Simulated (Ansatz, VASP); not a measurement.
## C: VASP beside Ansatz

```
C
1.0
     2.45573    0.00000    0.00000
    -1.22786    2.12672    0.00000
     0.00000    0.00000   21.51844
C
12
Cartesian
  0.0000 0.0000 19.7750
  0.0000 1.4178 19.7749
  0.0000 0.0000 16.0891
  0.0000 1.4178 16.0891
  1.2279 0.7089 5.4294
  0.0000 0.0000 5.4293
  1.2279 0.7089 1.7435
  0.0000 0.0000 1.7434
  0.0000 1.4178 12.6022
  1.2279 0.7089 12.6021
  0.0000 1.4178 8.9163
  1.2279 0.7089 8.9163
```

Change from the starting cell: strain along c alone, the other axes held, atoms relaxed: -1.0 %.

Alike in both runs: functional r2SCAN; k mesh 18 × 18 × 2; occupations gaussian, width 0.01 eV; no spin polarisation.

Ansatz relaxed the structure, and its values are those at the end. VASP's run is a single point on that final structure, the one shown.

|  | VASP | Ansatz |
| --- | --- | --- |
| version | VASP 6.6.1 | Ansatz 0.2.0 |
| potentials or method | VASP PAW PBE potentials, release 64 (C), cutoff 520 eV | scalar-relativistic, plane waves, PAW |
| valence electrons in the cell | 48 | 48 |

|  | VASP | Ansatz | Ansatz less VASP |
| --- | --- | --- | --- |
| gap on the k mesh at the Fermi level (eV) | 0.20 | 0.20 | +0.001 |
| least direct gap on the mesh (eV) | 0.20 | 0.20 | +0.001 |
| pressure (GPa) | 0.7 | 0.1 | -0.63 |

VASP's potentials were made for PBE, not for r2SCAN. With one functional, cell and mesh, what is left measures potentials, basis and numerics. Ansatz's warnings: stress scf threshold loose.
